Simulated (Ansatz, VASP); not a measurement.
## One calculation of HgTe, two programs

```
CELL_PARAMETERS angstrom
0.00000 3.28916 3.28916
3.28916 0.00000 3.28916
3.28916 3.28916 0.00000
ATOMIC_POSITIONS crystal
Hg 0.00000 0.00000 0.00000
Te 0.25000 0.25000 0.25000
```

Alike in both runs: task single point; functional PBE; k mesh 6 × 6 × 6; occupations fermi-dirac, width 0.02 eV; no spin polarisation.

|  | VASP | Ansatz |
| --- | --- | --- |
| version | VASP 6.6.1 | Ansatz 0.2.0 |
| potentials or method | VASP PAW PBE potentials, release 64 (Hg, Te) | plane waves, PAW |
| plane-wave cutoff (eV) | 520 | 420 |
| valence electrons in the cell | 18 | 36 |

|  | VASP | Ansatz | Ansatz less VASP |
| --- | --- | --- | --- |
| pressure (GPa) | 1.3 | 1.3 | -0.05 |

With one functional, cell and mesh, what is left measures potentials, basis and numerics. VASP's potentials hold 18 valence electrons a cell and Ansatz's 36, so a difference there can come from the potentials and not from the codes.

Neither program's run includes spin-orbit coupling.
